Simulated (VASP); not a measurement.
Si2Mo:

```
CELL_PARAMETERS angstrom
-1.60000 1.60000 3.93050
1.60000 -1.60000 3.93050
1.60000 1.60000 -3.93050
ATOMIC_POSITIONS crystal
Si 0.33300 0.33300 0.00000
Si 0.66700 0.66700 0.00000
Mo 0.00000 0.00000 0.00000
```

```yaml
Program: VASP 6.6.1
Task: relaxation of the atoms
Functional: LDA
Potentials_or_basis: VASP PAW LDA potentials, release 64 (Si, Mo_sv)
Cutoff: 450 eV
k_mesh: 7 × 7 × 7
Occupations: fermi-dirac, width 0.1 eV
Spin: no spin polarisation
```

At the start: pressure -5.6 GPa; volume 13.42 Å³/atom.

Where does the relaxation end?

Over 3 steps the energy falls by 2.6 meV/atom; space group I4/mmm (No. 139, to 0.1 Å) before and after.

The path:
| step | energy change (eV) | largest force (eV/Å) | pressure (GPa) |
| --- | --- | --- | --- |
| 1 | 0.0000 | 0.3783 | -5.57 |
| 2 | -0.0078 | 0.0459 | -5.27 |
| 3 | -0.0079 | 0.0002 | -5.22 |

Final structure:
```
Si Mo
1.0
    -1.60000    1.60000    3.93050
     1.60000   -1.60000    3.93050
     1.60000    1.60000   -3.93050
Si Mo
2 1
Direct
  0.33563 0.33563 0.00000
  0.66437 0.66437 0.00000
  0.00000 0.00000 0.00000
```
